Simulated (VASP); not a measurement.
# Sn: single point with HSE06

Crystal: Sn.

```
CELL_PARAMETERS angstrom
-1.88194 1.88194 1.88194
1.88194 -1.88194 1.88194
1.88194 1.88194 -1.88194
ATOMIC_POSITIONS crystal
Sn 0.00000 0.00000 0.00000
```

- Program: VASP 6.6.1
- Task: single point
- Functional: HSE06
- Potentials or basis: VASP PAW PBE potentials, release 64 (Sn_d)
- Cutoff: 520 eV
- k mesh: 6 × 6 × 6
- Occupations: fermi-dirac, width 0.05 eV
- Spin: no spin polarisation
- Dipole correction: no
- Grid for exact exchange (PRECFOCK): Normal
- Further INCAR settings: ALGO = Normal; EDIFF = 1e-06; NBANDS = 13
- Screening parameter: 0.2079 1/Å

| Item | Value |
| --- | --- |
| Pressure | 0.3 GPa |
| Band gap on the k mesh | zero (band 7 reaches 17.32 eV, above the bottom of band 8 at 5.40 eV) |

Levels at points of the mesh, in eV from the Fermi level:
```tsv
k point	band 4	band 5	band 6	band 7	band 8	band 9	band 10	band 11
(0.00, 0.00, 0.00)	-23.92	-23.92	-12.79	8.89	8.89	8.89	12.81	12.81
(0.50, 0.00, 0.00)	-23.93	-23.83	-7.32	-5.32	4.01	5.99	8.53	8.72
(0.50, 0.50, 0.50)	-23.85	-23.85	-2.53	-0.72	-0.72	-0.72	3.94	3.94
```

Wall time 35 min on 1 thread of Oxide Virtual Turin-like Processor, on a shared host, peak memory 0.22 GiB.

Caveat: the k points lie up to 0.39 Å⁻¹ apart; the PAW data sets were made with another functional, which shifts forces and pressure a little; spin-orbit coupling is left out, which moves the levels of the heavy elements.
